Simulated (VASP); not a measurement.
# Ti (P6_3/mmc) in VASP: further runs

The runs below take Ti through single point, with PBEsol-based global hybrid with 25 % exact exchange, HSE06.

Everything below comes from runs of VASP 6.6.1. Logs are shortened: lines on timing, memory, paths and dates and some standing lists are left out, and cuts for length are marked.

## (1) The cell of the first run

It takes space group P6_3/mmc (No. 194, hexagonal). The conventional cell has a = 2.910 Å, b = 2.910 Å, c = 4.617 Å, α = 90.00°, β = 90.00°, γ = 120.00°. Within 3.8 Å of Ti (site symmetry -6m2) lie 12 Ti at 2.86 to 2.91 Å.

## (2) Single point, PBEsol-based global hybrid with 25 % exact exchange

POSCAR

```
Ti
1.0
    2.9101302477      0.0000000000      0.0000000000
   -1.4550651239      2.5202467229      0.0000000000
    0.0000000000      0.0000000000      4.6167490031
Ti
2
Direct
    0.6666666667      0.3333333333      0.7500000000
    0.3333333333      0.6666666667      0.2500000000
```

INCAR.step1

```
SYSTEM = Ti
PREC = Accurate
ENCUT = 520
EDIFF = 1E-5
ISMEAR = -1
SIGMA = 0.05
LREAL = .FALSE.
LASPH = .TRUE.
NELM = 60
ALGO = Normal
ISIF = 2
LWAVE = .TRUE.
LCHARG = .FALSE.
NBANDS = 19
GGA = PE
```

INCAR.step2

```
SYSTEM = Ti
PREC = Accurate
ENCUT = 520
EDIFF = 1E-6
ISMEAR = -1
SIGMA = 0.05
LREAL = .FALSE.
LASPH = .TRUE.
NELM = 60
ALGO = Normal
ISIF = 2
LWAVE = .FALSE.
LCHARG = .FALSE.
GGA = PS
LHFCALC = .TRUE.
AEXX = 0.25
PRECFOCK = Normal
NBANDS = 19
ISTART = 1
```

KPOINTS

```
regular mesh
0
G
  5 5 3
  0 0 0
```

Potentials or basis: VASP PAW PBE potentials, release 64 (Ti_sv).

On the command line:

```
$ cat potpaw_PBE.64/Ti_sv/POTCAR > POTCAR
$ cp INCAR.step1 INCAR
$ mpirun -np 1 vasp_std > vasp.out
$ cp INCAR.step2 INCAR
$ mpirun -np 1 vasp_std > vasp.out
```

OUTCAR:

```text
SYSTEM = Ti
   PREC = Accurate
   ENCUT = 520
   EDIFF = 1E-6
   ISMEAR = -1
   LREAL = .FALSE.
   LASPH = .TRUE.
   NELM = 60
   ISIF = 2
   GGA = PS
   LHFCALC = .TRUE.
   AEXX = 0.25
   PRECFOCK = Normal
   ISTART = 1

 ion  position               nearest neighbor table
   1  0.667  0.333  0.750-   2 2.86   2 2.86   2 2.86   2 2.86   2 2.86   2 2.86
   2  0.333  0.667  0.250-   1 2.86   1 2.86   1 2.86   1 2.86   1 2.86   1 2.86

  LATTYP: Found a hexagonal cell.
 ALAT       =     2.9101302477
 C/A-ratio  =     1.5864406780

  Lattice vectors:

 A1 = (   2.9101302477,   0.0000000000,   0.0000000000)
 A2 = (  -1.4550651239,   2.5202467229,   0.0000000000)
 A3 = (   0.0000000000,   0.0000000000,   4.6167490031)

Analysis of symmetry for initial positions (statically):
=====================================================================
 Subroutine PRICEL returns:
 Original cell was already a primitive cell.

 Routine SETGRP: Setting up the symmetry group for a
 hexagonal supercell.

 Subroutine GETGRP returns: Found 24 space group operations
 (whereof 12 operations were pure point group operations)
 out of a pool of 24 trial point group operations.

The static configuration has the point symmetry D_3d.
 The point group associated with its full space group is D_6h.

Analysis of symmetry for dynamics (positions and initial velocities):
=====================================================================
 Subroutine PRICEL returns:
 Original cell was already a primitive cell.

 Routine SETGRP: Setting up the symmetry group for a
 hexagonal supercell.

 Subroutine GETGRP returns: Found 24 space group operations
 (whereof 12 operations were pure point group operations)
 out of a pool of 24 trial point group operations.

The dynamic configuration has the point symmetry D_3d.
 The point group associated with its full space group is D_6h.

 Subroutine INISYM returns: Found 24 space group operations
 (whereof 12 operations are pure point group operations),
 and found     1 'primitive' translations

----------------------------------------------------------------------------------------

                                     Primitive cell

  volume of cell :      33.8604

  direct lattice vectors                    reciprocal lattice vectors
     2.910130248  0.000000000  0.000000000     0.343627231  0.198393275  0.000000000
    -1.455065124  2.520246723  0.000000000     0.000000000  0.396786549  0.000000000
     0.000000000  0.000000000  4.616749003     0.000000000  0.000000000  0.216602635

  length of vectors
     2.910130248  2.910130248  4.616749003     0.396786549  0.396786549  0.216602635

  position of ions in fractional coordinates (direct lattice)
     0.666666667  0.333333333  0.750000000
     0.333333333  0.666666667  0.250000000

  ion indices of the primitive-cell ions
   primitive index   ion index
                 1           1
                 2           2

----------------------------------------------------------------------------------------

 KPOINTS: regular mesh

Automatic generation of k-mesh.
 Grid dimensions read from file:
 generate k-points for:    5    5    3

 Generating k-lattice:

  Cartesian coordinates                     Fractional coordinates (reciprocal lattice)
     0.068725446  0.039678655  0.000000000     0.200000000  0.000000000  0.000000000
     0.000000000  0.079357310  0.000000000     0.000000000  0.200000000  0.000000000
     0.000000000  0.000000000  0.072200878     0.000000000  0.000000000  0.333333333

  Length of vectors
     0.079357310  0.079357310  0.072200878

  Shift w.r.t. Gamma in fractional coordinates (k-lattice)
     0.000000000  0.000000000  0.000000000

 Subroutine IBZKPT returns following result:
 ===========================================

 Found     10 irreducible k-points:

 Following reciprocal coordinates:
            Coordinates               Weight
  0.000000  0.000000  0.000000      1.000000
  0.200000  0.000000  0.000000      6.000000
  0.400000  0.000000  0.000000      6.000000
  0.200000  0.200000  0.000000      6.000000
  0.400000  0.200000  0.000000      6.000000
  0.000000  0.000000  0.333333      2.000000
  0.200000  0.000000  0.333333     12.000000
  0.400000  0.000000  0.333333     12.000000
  0.200000  0.200000  0.333333     12.000000
  0.400000  0.200000  0.333333     12.000000
   k-points           NKPTS =     10   k-points in BZ     NKDIM =     75   number of bands    NBANDS=     19
   number of dos      NEDOS =    301   number of ions     NIONS =      2
   total plane-waves  NPLWV =  20736
   dimension x,y,z NGX =    24 NGY =   24 NGZ =   36
   dimension x,y,z NGXF=    48 NGYF=   48 NGZF=   72
   ions per type =               2
   NGX,Y,Z   is equivalent  to a cutoff of  13.71, 13.71, 12.96 a.u.
   NGXF,Y,Z  is equivalent  to a cutoff of  27.42, 27.42, 25.93 a.u.
 SYSTEM =  Ti
   PREC   = accura    normal or accurate (medium, high low for compatibility)
   ISTART =      1    job   : 0-new  1-cont  2-samecut
   ICHARG =      0    charge: 1-file 2-atom 10-const
   ISPIN  =      1    spin polarized calculation?
   LNONCOLLINEAR =      F non collinear calculations
   LSORBIT =      F    spin-orbit coupling
   LASPH  =      T    aspherical Exc in radial PAW
   ENCUT  =  520.0 eV  38.22 Ry    6.18 a.u.   5.41  5.41  8.58*2*pi/ulx,y,z
   NELM   =     60;   NELMIN=  2; NELMDL=  0     # of ELM steps
   EDIFF  = 0.1E-05   stopping-criterion for ELM
   LREAL  =      F    real-space projection
   EDIFFG = 0.1E-04   stopping-criterion for IOM
   NSW    =      0    number of steps for IOM
   IBRION =     -1    ionic relax: 0-MD 1-quasi-New 2-CG
   NFREE  =      0    steps in history (QN), initial steepest desc. (CG)
   ISIF   =      2    stress and relaxation
   ISYM   =      3    0-nonsym 1-usesym 2-fastsym
   POTIM  = 0.5000    time-step for ionic-motion
   TEBEG  =    0.0;   TEEND  =   0.0 temperature during run
   PSTRESS=    0.0 pullay stress
   NELECT =      24.0000    total number of electrons
   NUPDOWN=      -1.0000    fix difference up-down
   EMIN   =  10.00;   EMAX   =-10.00  energy-range for DOS
   EFERMI =   0.00;   METHOD = LEGACY
   ISMEAR =    -1;   SIGMA  =   0.05  broadening in eV -4-tet -1-fermi 0-gaus
   EFERMI_NEDOS =   21; number of points for ismear=-14 and -15
   IALGO  =     38    algorithm
   IMIX   =      1    mixing-type and parameters
     AMIX     =   0.40;   BMIX     =  1.00
     AMIX_MAG =   1.60;   BMIX_MAG =  1.00
  volume/ion in A,a.u.               =      16.93       114.25
  Fermi-wavevector in a.u.,A,eV,Ry     =   1.459648  2.758334 28.988177  2.130571
  Thomas-Fermi vector in A             =   2.576190
   LORBIT       =      0    0 simple, 1 ext, 2 COOP (PROOUT), +10 PAW based schemes
   GGA     = PS    functional components
   LHFCALC =     T    Hartree Fock is set to
   PRECFOCK=normal    Normal, Fast or Accurate (Low or Medium for compatibility)
   ENCUT4O =  -1.0   cutoff for four orbital integrals eV
   NKREDX  =     1    reduce k-point grid by
   NKREDY  =     1    reduce k-point grid by
   NKREDZ  =     1    reduce k-point grid by
   AEXX    =    0.2500 exact exchange contribution
   HFSCREEN=    0.0000 screening length (either q_TF or 0.3 A-1)
   HFSCREENC=   0.0000 screening length for correlation (either q_TF or 0.3 A-1)
   ENCUTFOCK=  -1.0 apply spherical cutoff to Coloumb kernel
   IVDW    =     0    specifies the selected vdW correction
   LEPSILON=     F    determine dielectric tensor
   LRPA    =     F    only Hartree local field effects (RPA)
 non-spin polarized calculation
  energy-cutoff  :      520.00
  volume of cell :       33.86
 maximum number of plane-waves:       935
 NGX is ok and might be reduce to    24
  NGX = 18; NGY = 18; NGZ = 28

 number of electron      23.9999999 magnetization

 Free energy of the ion-electron system (eV)
  ---------------------------------------------------
  ext. energy  EPLUGINS =         0.00000000
  ---------------------------------------------------
  free energy    TOTEN  =       -21.66681660 eV

  energy without entropy =      -21.65659220  energy(sigma->0) =      -21.66170440

 E-fermi :   8.7193     XC(G=0):  -9.2682

 val. band max:        8.2986906835   @ k =   0.4000   0.2000   0.3333
 cond. band min:       8.7538783742   @ k =   0.2000   0.0000   0.3333
 fundamental gap:      0.4551876907
 Fermi energy:         8.7192669401

 k-point     1 :       0.0000    0.0000    0.0000
  band No.  band energies     occupation
      1     -53.4509      2.00000
      2     -53.2872      2.00000
      3     -28.5265      2.00000
      4     -27.7602      2.00000
      5     -27.7602      2.00000
      6     -27.6818      2.00000
[... 11 lines left out ...]
     18      11.4427      0.00000
     19      13.0540      0.00000

 k-point     2 :       0.2000    0.0000    0.0000
  band No.  band energies     occupation
      1     -53.4072      2.00000
      2     -53.2713      2.00000
      3     -28.4219      2.00000
      4     -27.9558      2.00000
      5     -27.8457      2.00000
      6     -27.8179      2.00000
[... 11 lines left out ...]
     18      11.6251      0.00000
     19      13.3756      0.00000

 k-point     3 :       0.4000    0.0000    0.0000
  band No.  band energies     occupation
      1     -53.3261      2.00000
      2     -53.2555      2.00000
      3     -28.2863      2.00000
      4     -28.2022      2.00000
      5     -28.1348      2.00000
      6     -27.9046      2.00000
[... 11 lines left out ...]
     18      13.1486      0.00000
     19      13.6137      0.00000

 k-point     4 :       0.2000    0.2000    0.0000
  band No.  band energies     occupation
      1     -53.3438      2.00000
      2     -53.2564      2.00000
      3     -28.2556      2.00000
      4     -28.1326      2.00000
      5     -28.1048      2.00000
      6     -27.8933      2.00000
[... 99 lines left out ...]
     18      13.0408      0.00000
     19      13.3297      0.00000

 k-point     9 :       0.2000    0.2000    0.3333
  band No.  band energies     occupation
      1     -53.3219      2.00000
      2     -53.2782      2.00000
      3     -28.3108      2.00000
      4     -28.2153      2.00000
      5     -27.9406      2.00000
      6     -27.9312      2.00000
[... 11 lines left out ...]
     18      13.1130      0.00000
     19      13.5569      0.00000

 k-point    10 :       0.4000    0.2000    0.3333
  band No.  band energies     occupation
      1     -53.2836      2.00000
      2     -53.2675      2.00000
      3     -28.3525      2.00000
      4     -28.2894      2.00000
      5     -28.0609      2.00000
      6     -27.9417      2.00000
[... 11 lines left out ...]
     18      13.3035      0.00000
     19      15.1203      0.00000

------------------------ aborting loop because EDIFF is reached ----------------------------------------

  FORCE on cell =-STRESS in cart. coord.  units (eV):
  Direction    XX          YY          ZZ          XY          YZ          ZX
  --------------------------------------------------------------------------------------
  -------------------------------------------------------------------------------------
  Total       -0.5008440     -0.5008440     -0.9410763      0.0000000      0.0000000      0.0000000
  in kB      -23.6985229    -23.6985229    -44.5290763      0.0000000      0.0000000      0.0000000
  external PRESSURE =     -30.6420407 kB  Pullay stress =       0.0000000 kB

 VOLUME and BASIS-vectors are now :
 -----------------------------------------------------------------------------
  energy-cutoff  :      520.00
  volume of cell :       33.86
      direct lattice vectors                 reciprocal lattice vectors
     2.910130248  0.000000000  0.000000000     0.343627231  0.198393275  0.000000000
    -1.455065124  2.520246723  0.000000000     0.000000000  0.396786549  0.000000000
     0.000000000  0.000000000  4.616749003     0.000000000  0.000000000  0.216602635

 POSITION                                       TOTAL-FORCE (eV/Angst)
 -----------------------------------------------------------------------------------
      1.45507      0.84008      3.46256         0.000000      0.000000     -0.000000
     -0.00000      1.68016      1.15419        -0.000000     -0.000000      0.000000
 -----------------------------------------------------------------------------------
    total drift:                               -0.000004      0.000002      0.000002

  FREE ENERGIE OF THE ION-ELECTRON SYSTEM (eV)
  ---------------------------------------------------
  free  energy   TOTEN  =       -21.6668165984 eV

  energy  without entropy=      -21.6565921978  energy(sigma->0) =      -21.66170440
```

Run time: 11 min. Hardware: 1 thread of Intel Xeon Platinum 8488C (Sapphire Rapids), shared host; peak memory 0.16 GiB.

Results:

```yaml
Free_energy: -21.6668 eV
Pressure: -3.1 GPa
Band_gap_on_the_k_mesh: zero (bands 12 and 13 overlap by 1.84 eV)
```

Caveat: the k points lie up to 0.50 Å⁻¹ apart, too coarse for converged energies and pressures of a metal; the PAW data sets were made with another functional, which shifts forces and pressure a little.

## (3) Single point, HSE06

This run uses another cell than the first one, of 18.69 Å³/atom.

POSCAR

```
Ti
1.0
    3.0078578261      0.0000000000      0.0000000000
   -1.5039289131      2.6048812885      0.0000000000
    0.0000000000      0.0000000000      4.7717880089
Ti
2
Direct
    0.6666666667      0.3333333333      0.7500000000
    0.3333333333      0.6666666667      0.2500000000
```

INCAR.step1

```
SYSTEM = Ti
PREC = Accurate
ENCUT = 520
EDIFF = 1E-5
ISMEAR = -1
SIGMA = 0.05
LREAL = .False.
LASPH = .True.
NELM = 80
ALGO = Normal
ISIF = 2
LWAVE = .True.
LCHARG = .False.
NBANDS = 19
GGA = PE
```

INCAR.step2

```
SYSTEM = Ti
PREC = Accurate
ENCUT = 520
EDIFF = 1E-6
ISMEAR = -1
SIGMA = 0.05
LREAL = .False.
LASPH = .True.
NELM = 80
ALGO = Normal
ISIF = 2
LWAVE = .False.
LCHARG = .False.
GGA = PE
LHFCALC = .True.
HFSCREEN = 0.2079
PRECFOCK = Normal
NBANDS = 19
ISTART = 1
```

KPOINTS

```
regular mesh
0
Gamma
  6 6 4
  0 0 0
```

Potentials or basis: VASP PAW PBE potentials, release 64 (Ti_sv).

On the command line:

```
$ cat potpaw_PBE.64/Ti_sv/POTCAR > POTCAR
$ cp INCAR.step1 INCAR
$ mpirun -np 1 vasp_std > vasp.out
$ cp INCAR.step2 INCAR
$ mpirun -np 1 vasp_std > vasp.out
```

Wall time 2.2 h (1 thread of Oxide Virtual Turin-like, shared host); peak memory 0.24 GiB.

It converged, with:

```
Free energy            : -18.8315 eV
Pressure               : -9.4 GPa
Band gap on the k mesh : zero (bands 12 and 13 overlap by 1.81 eV)
```

Stress tensor (GPa, compression positive):
```
-9.72  0.00  0.00
 0.00 -9.72  0.00
 0.00  0.00 -8.72
```

Levels at points of the mesh, in eV from the Fermi level:
```tsv
k point	band 9	band 10	band 11	band 12	band 13	band 14	band 15	band 16
(0.00, 0.00, 0.00)	-7.46	-3.31	-0.04	1.02	1.02	1.12	1.58	1.58
(0.50, 0.00, 0.00)	-3.07	-2.60	-2.15	-1.42	0.78	0.89	1.37	3.60
(0.00, 0.00, 0.50)	-5.45	-5.45	-0.05	-0.05	0.95	0.95	0.95	0.95
(0.50, 0.00, 0.50)	-3.00	-3.00	-1.16	-1.16	0.99	0.99	2.12	2.12
```

Caveat: the k points lie up to 0.40 Å⁻¹ apart, too coarse for converged energies and pressures of a metal; the PAW data sets were made with another functional, which shifts forces and pressure a little.

The gap in the log of VASP goes by the Fermi energy; the results here count the filled bands.